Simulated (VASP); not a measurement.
The system is Ba3HfO.

```
Ba Hf O
1.0
     5.97344    0.00000    0.00000
     0.00000    5.97344    0.00000
     0.00000    0.00000    5.97344
Ba Hf O
3 1 1
Direct
  0.50000 0.00000 0.50000
  0.00000 0.50000 0.50000
  0.50000 0.50000 0.00000
  0.50000 0.50000 0.50000
  0.00000 0.00000 0.00000
```

The cell was generated, and may not be a known phase.

```yaml
Program: VASP 6.6.1
Task: relaxation of cell and atoms
Functional: PBE
Potentials_or_basis: VASP PAW PBE potentials, release 64 (Ba_sv, Hf_pv, O)
Cutoff: 600 eV
k_mesh: 6 × 6 × 6
Occupations: gaussian, width 0.1 eV
Spin: no spin polarisation
```

At the start: pressure 0.6 GPa; volume 42.63 Å³/atom.

Q: How do energy, volume and symmetry change on relaxing?

A: Over 3 steps the energy falls by 2.9 meV/atom and the volume is 44.26 Å³/atom (+3.8 %); space group Pm-3m (No. 221, to 0.1 Å) before and after.

The path:
| step | energy change (eV) | largest force (eV/Å) | pressure (GPa) | volume (Å³) |
| --- | --- | --- | --- | --- |
| 1 | 0.0000 | 0.0000 | 0.57 | 213.14 |
| 2 | -0.0117 | 0.0000 | 0.24 | 217.83 |
| 3 | -0.0144 | 0.0000 | 0.02 | 221.32 |

Final structure:
```cif
data_structure
_symmetry_space_group_name_H-M 'P 1'
_symmetry_Int_Tables_number 1
_cell_length_a 6.0489
_cell_length_b 6.0489
_cell_length_c 6.0489
_cell_angle_alpha 90.000
_cell_angle_beta 90.000
_cell_angle_gamma 90.000
_cell_volume 221.32
loop_
_atom_site_label
_atom_site_type_symbol
_atom_site_fract_x
_atom_site_fract_y
_atom_site_fract_z
_atom_site_occupancy
Ba1 Ba 0.50000 0.00000 0.50000 1
Ba2 Ba 0.00000 0.50000 0.50000 1
Ba3 Ba 0.50000 0.50000 0.00000 1
Hf1 Hf 0.50000 0.50000 0.50000 1
O1 O 0.00000 0.00000 0.00000 1
```
